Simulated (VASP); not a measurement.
Input of a VASP 6.6.1 run:

File INCAR:

```
SYSTEM = Ni
PREC     = Accurate       ! precision mode
ENCUT    = 520            ! plane-wave cutoff, eV
EDIFF    = 1E-7           ! SCF threshold, eV
ISMEAR   = -1             ! smearing method
SIGMA    = 0.05           ! smearing width, eV
LREAL    = .FALSE.        ! projectors in reciprocal space
LASPH    = .TRUE.         ! aspherical terms in the spheres
NELM     = 150            ! most SCF steps
ALGO     = Normal         ! electronic algorithm
ISIF     = 2              ! what is computed and relaxed
LWAVE    = .FALSE.        ! write WAVECAR
LCHARG   = .TRUE.         ! write CHGCAR
ISPIN    = 2              ! spin polarisation
MAGMOM   = 1              ! initial moments
LORBIT   = 11             ! projections on sites
LMAXMIX  = 4              ! l up to which the mixer works
LELF     = .TRUE.         ! ELF
LVHAR    = .TRUE.       
NBANDS   = 15             ! bands
```

File KPOINTS:

```
Automatic mesh
0
G
  13 13 13
  0 0 0
```

POSCAR

```
Ni
1.0
    0.0000000000      1.7118467127      1.7118467127
    1.7118467127      0.0000000000      1.7118467127
    1.7118467127      1.7118467127      0.0000000000
Ni
1
Direct
    0.0000000000      0.0000000000      0.0000000000
```

Potentials or basis: VASP PAW LDA potentials, release 64 (Ni).

Command:

```console
$ cat potpaw_LDA.64/Ni/POTCAR > POTCAR
$ mpirun -np 1 vasp_std > vasp.out
```

(1) Estimate the site moments.

(2) What does it give for the net moment?

## Answers

(1) Ni +0.61 μB.

(2) 0.61 μB per cell.
